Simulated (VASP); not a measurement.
Input of a VASP 6.6.1 run:

POSCAR

```
Ta
1.0
    2.8601008575      0.0000000000      0.0000000000
    0.0000000000      4.6705251426      0.0000000000
    0.0000000000      0.0000000000     25.7861157932
Ta
9
Direct
    0.3333333333      0.5000000000      0.2908541969
    0.6666666667      0.0000000000      0.3431406477
    0.0000000000      0.5000000000      0.3954270984
    0.3333333333      0.0000000000      0.4477135492
    0.6666666667      0.5000000000      0.5000000000
    0.0000000000      0.0000000000      0.5522864508
    0.3333333333      0.5000000000      0.6045729016
    0.6666666667      0.0000000000      0.6568593523
    0.0000000000      0.5000000000      0.7091458031
```

File INCAR.step1:

```
LDIPOL = T ; IDIPOL = 3
DIPOL = 0.5 0.5 0.500 ; ISMEAR = 0
SIGMA = 0.03 ; LWAVE = T
LCHARG = T ; ISIF = 0
NELM = 100 ; ALGO = Normal
PREC = Accurate ; LASPH = T
LREAL = F ; EDIFF = 1E-5
GGA_COMPAT = F ; ENCUT = 400
EFERMI = MIDGAP ; NELMDL = -8
KPAR = 2 ; GGA = PE
```

Contents of INCAR.step2:

```
GGA = AM ; LDIPOL = T
IDIPOL = 3 ; DIPOL = 0.5 0.5 0.500
ISMEAR = 0 ; SIGMA = 0.03
LWAVE = F ; LCHARG = F
ISIF = 0 ; NELM = 100
ALGO = All ; PREC = Accurate
LASPH = T ; LREAL = F
EDIFF = 1E-6 ; GGA_COMPAT = F
ENCUT = 400 ; EFERMI = MIDGAP
NELMDL = -8 ; KPAR = 2
ISTART = 1 ; ISEARCH = 1
```

Contents of KPOINTS:

```
k-points
0
Gamma
  6 4 1
```

Potentials or basis: VASP PAW PBE potentials, release 64 (Ta_pv).

Command:

```sh
$ cat potpaw_PBE.64/Ta_pv/POTCAR > POTCAR
$ cp INCAR.step1 INCAR
$ mpirun -np 2 vasp_std > vasp.out
$ cp INCAR.step2 INCAR
$ mpirun -np 2 vasp_std > vasp.out
```

(1) Predict the band gap on the k mesh.

(2) What does it give for the largest force?

Results:

(1) zero (an odd number of electrons rules out a gap without spin polarisation).

(2) 1.603 eV/Å.

Caveat: the k points lie up to 0.37 Å⁻¹ apart, too coarse for converged energies and pressures of a metal; the PAW data sets were made with another functional, which shifts forces and pressure a little; spin-orbit coupling is left out, which moves the levels of the heavy elements.
